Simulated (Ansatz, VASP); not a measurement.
Two plane-wave programs on BaTiO3

The input INCAR:

```
ALGO = Normal
EDIFF = 1E-6
ENCUT = 520
GGA = PE
ISIF = 2
ISMEAR = -1
LASPH = True
LCHARG = True
LELF = True
LREAL = False
LVHAR = True
LWAVE = False
NBANDS = 28
NELM = 80
PREC = Accurate
SIGMA = 0.02
```

Contents of KPOINTS:

```
k-points
0
Gamma
  6 6 6
```

POSCAR

```
BaTiO3
1.0
    4.1309223057      0.0000000000      0.0000000000
    0.0000000000      4.1309223057      0.0000000000
    0.0000000000      0.0000000000      4.2775053592
Ba Ti O
1 1 3
Direct
    0.5000000000      0.5000000000      0.5992265788
    0.0000000000      0.0000000000      0.1131517011
    0.0000000000      0.5000000000      0.0601059896
    0.5000000000      0.0000000000      0.0601059896
    0.0000000000      0.0000000000      0.5274067309
```

Input for Ansatz:

```yaml
crystal:
  lattice:
    - [4.1309223057, 0.0, 0.0]
    - [0.0, 4.1309223057, 0.0]
    - [0.0, 0.0, 4.2775053592]
  atoms:
    - { symbol: Ba, position: [0.5, 0.5, 0.5992265788] }
    - { symbol: Ti, position: [0.0, 0.0, 0.1131517011] }
    - { symbol: O, position: [0.0, 0.5, 0.0601059896] }
    - { symbol: O, position: [0.5, 0.0, 0.0601059896] }
    - { symbol: O, position: [0.0, 0.0, 0.5274067309] }
kpoints:
  mp_grid: { grid: [6, 6, 6] }
  band_path:
    path:
      - [0.0, 0.0, 0.0]
      - [0.0, 0.5, 0.0]
      - [0.5, 0.5, 0.0]
      - [0.0, 0.0, 0.5]
      - [0.0, 0.5, 0.5]
      - [0.5, 0.5, 0.5]
    npoints: 1
hamiltonian:
  xc: pbe
scf:
  occupations: { method: fermi_dirac, width: 0.02 }
  n_extra_bands: 5
output:
  forces: true
  stress: true
  eigenvalues: true
```

Change from the starting cell: hydrostatic strain +4.0%.

Alike in both runs: task single point; functional PBE; k mesh 6 × 6 × 6; occupations fermi-dirac, width 0.02 eV; no spin polarisation.

|  | VASP | Ansatz |
| --- | --- | --- |
| version | VASP 6.6.1 | Ansatz 0.2.0 |
| potentials or method | VASP PAW PBE potentials, release 64 (Ba_sv, Ti_sv, O) | plane waves, PAW |
| plane-wave cutoff (eV) | 520 | 420 |
| valence electrons in the cell | 40 | 40 |

Ansatz gave:

* gap on the k mesh at the Fermi level (eV): 1.73
* pressure (GPa): -9.2
* traceless stress, the component that is largest in VASP (GPa): 4.32
* rms of the force components (eV/Å): 0.061

**Question.** Estimate VASP's values.

**Answer.** gap on the k mesh at the Fermi level (eV): 1.68; pressure (GPa): -8.0; traceless stress, the component that is largest in VASP (GPa): 4.52; rms of the force components (eV/Å): 0.102.

Atom by atom the forces differ by 0.048 eV/Å (rms over components).

Neither program's run includes spin-orbit coupling.
